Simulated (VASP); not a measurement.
Here is a VASP 6.6.1 calculation.

INCAR

```
SYSTEM = ZnCu4
PREC = Accurate ; ENCUT = 520
EDIFF = 1E-6 ; ISMEAR = -1
SIGMA = 0.08 ; LREAL = .False.
LASPH = .True. ; NELM = 80
ALGO = Normal ; ISIF = 2
LWAVE = .False. ; LCHARG = .False.
LDIPOL = .True. ; IDIPOL = 3
DIPOL = 0.5 0.5 0.500 ; GGA = PE
NBANDS = 36
```

KPOINTS

```
Automatic mesh
0
Gamma
  15 15 1
  0 0 0
```

The input POSCAR:

```
ZnCu4
1.0
    2.5589948731      0.0000000000      0.0000000000
   -1.2794974366      2.2161545683      0.0000000000
    0.0000000000      0.0000000000     24.4423000000
Cu Zn
4 1
Direct
    0.0000000000      0.0000000000      0.3284312764
    0.3333333333      0.6666666667      0.4138366519
    0.3333333333      0.6666666667      0.5861633472
    0.0000000000      0.0000000000      0.6715687292
    0.0000000000      0.0000000000      0.4999999951
```

Potentials or basis: VASP PAW PBE potentials, release 64 (Cu, Zn).

Launch:

```console
$ cat potpaw_PBE.64/Cu/POTCAR potpaw_PBE.64/Zn/POTCAR > POTCAR
$ mpirun -np 1 vasp_std > vasp.out
```

Task: Predict the largest force.

Result: 0.293 eV/Å.

Task: Estimate the band gap on the k mesh.

Result: Zero (bands 28 and 29 overlap by 3.85 eV).

Forces in eV/Å, atoms in the order of the input:
```
Cu   0.000  0.000  0.014
Cu   0.000  0.000 -0.293
Cu   0.000  0.000  0.293
Cu   0.000  0.000 -0.014
Zn   0.000  0.000  0.000
```
